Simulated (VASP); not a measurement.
The system is Sb.

```
Sb
1.0
     2.17707    1.25693    3.82988
    -2.17707    1.25693    3.82988
     0.00000   -2.51386    3.82988
Sb
2
Direct
  0.26826 0.26826 0.26826
  0.73174 0.73174 0.73174
```

* Program: VASP 6.6.1
* Task: relaxation of cell and atoms
* Functional: PBEsol
* Potentials or basis: VASP PAW PBE potentials, release 64 (Sb)
* Cutoff: 600 eV
* k mesh: 12 × 12 × 12
* Occupations: gaussian, width 0.1 eV
* Spin: no spin polarisation

At the start: pressure -1.3 GPa; volume 31.44 Å³/atom.

Q: Where does the relaxation end?

A: Over 16 steps the energy falls by 12.2 meV/atom and the volume is 29.83 Å³/atom (-5.1 %); space group R-3m (No. 166, to 0.1 Å) before and after.

Step by step:
| step | energy change (eV) | largest force (eV/Å) | pressure (GPa) | volume (Å³) |
| --- | --- | --- | --- | --- |
| 1 | 0.0000 | 0.1750 | -1.35 | 62.88 |
| 2 | -0.0108 | 0.3010 | 0.53 | 60.50 |
| 3 | -0.0109 | 0.2899 | 0.36 | 60.70 |
| 4 | -0.0189 | 0.1533 | 0.24 | 60.25 |
| 5 | -0.0229 | 0.0406 | 0.15 | 59.51 |
| 6 | -0.0230 | 0.0215 | 0.15 | 59.59 |
| 7 | -0.0240 | 0.0265 | -0.17 | 59.88 |
| 8 | -0.0240 | 0.0272 | -0.24 | 59.95 |
| 9 | -0.0243 | 0.0300 | 0.11 | 59.61 |
| 10 | -0.0244 | 0.0101 | -0.01 | 59.72 |
| 11 | -0.0244 | 0.0095 | -0.01 | 59.73 |
| 12 | -0.0244 | 0.0065 | 0.00 | 59.70 |
| 13 | -0.0244 | 0.0015 | 0.02 | 59.65 |
| 14 | -0.0244 | 0.0049 | -0.03 | 59.68 |
| 15 | -0.0244 | 0.0014 | -0.01 | 59.67 |
| 16 | -0.0244 | 0.0012 | 0.00 | 59.66 |

Final structure:
```yaml
crystal:
  lattice:
    - [2.16280, 1.24869, 3.68205]
    - [-2.16280, 1.24869, 3.68205]
    - [0.00000, -2.49738, 3.68205]
  atoms:
    - { symbol: Sb, position: [0.26379, 0.26379, 0.26379] }
    - { symbol: Sb, position: [0.73621, 0.73621, 0.73621] }
```

Caveat: the PAW data sets were made with another functional, which shifts forces and pressure a little.
